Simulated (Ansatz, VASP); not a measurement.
**One calculation of Ti3Al, two programs**

Contents of INCAR:

```
PREC = Accurate
ENCUT = 520
EDIFF = 1E-7
ISMEAR = 0
SIGMA = 0.1
LREAL = F
LASPH = T
NELM = 150
ALGO = Normal
ISIF = 2
LWAVE = F
LCHARG = F
ISPIN = 2
MAGMOM = 0.22 0.22 0.96 0
LORBIT = 11
LMAXMIX = 4
GGA = PS
NBANDS = 32
```

The input KPOINTS:

```
Automatic mesh
0
Gamma
  12 12 12
```

File POSCAR:

```
Ti3Al
1.0
    0.0000000000      3.1263699270      3.1263699270
    3.1263699270      0.0000000000      3.1263699270
    3.1263699270      3.1263699270      0.0000000000
Ti Al
3 1
Direct
    0.7500000000      0.7500000000      0.7500000000
    0.2500000000      0.2500000000      0.2500000000
    0.0000000000      0.0000000000      0.0000000000
    0.5000000000      0.5000000000      0.5000000000
```

Input for Ansatz:

```yaml
crystal:
  lattice:
    - [0.0, 3.126369927, 3.126369927]
    - [3.126369927, 0.0, 3.126369927]
    - [3.126369927, 3.126369927, 0.0]
  atoms:
    - { symbol: Ti, position: [0.75, 0.75, 0.75], spin: 0.22 }
    - { symbol: Ti, position: [0.25, 0.25, 0.25], spin: 0.22 }
    - { symbol: Ti, position: [0.0, 0.0, 0.0], spin: 0.96 }
    - { symbol: Al, position: [0.5, 0.5, 0.5] }
basis:
  ecutwfc: 420
kpoints:
  mp_grid: { grid: [12, 12, 12] }
hamiltonian:
  xc: pbesol
scf:
  occupations: { method: gaussian, width: 0.1 }
output:
  forces: true
  stress: true
  eigenvalues: true
  populations: true
magnetization:
  spin_polarized: true
```

Alike in both runs: task single point; functional PBEsol; k mesh 12 × 12 × 12; occupations gaussian, width 0.1 eV; collinear spin.

```csv
,VASP,Ansatz
version,VASP 6.6.1,Ansatz 0.2.0
potentials or method,"VASP PAW PBE potentials, release 64 (Ti_sv, Al), cutoff 520 eV","scalar-relativistic, plane waves, PAW"
valence electrons in the cell,39,39
```

VASP gave:

| Quantity | Value |
| --- | --- |
| gap on the k mesh at the Fermi level (eV) | none |
| pressure (GPa) | 7.9 |
| net moment per atom (μB) | 0.35 |
| size of the moment on the site where the two differ most (μB) | 0.76 |

What did Ansatz give for the same quantities?

gap on the k mesh at the Fermi level (eV): none; pressure (GPa): 8.0; net moment per atom (μB): 0.35; size of the moment on the site where the two differ most (μB): 0.74.

VASP's potentials were made for PBE, not for PBEsol. Site moments also hang on the region over which each program counts them. A gap of «none» marks a metal or a gap that the smearing closes.
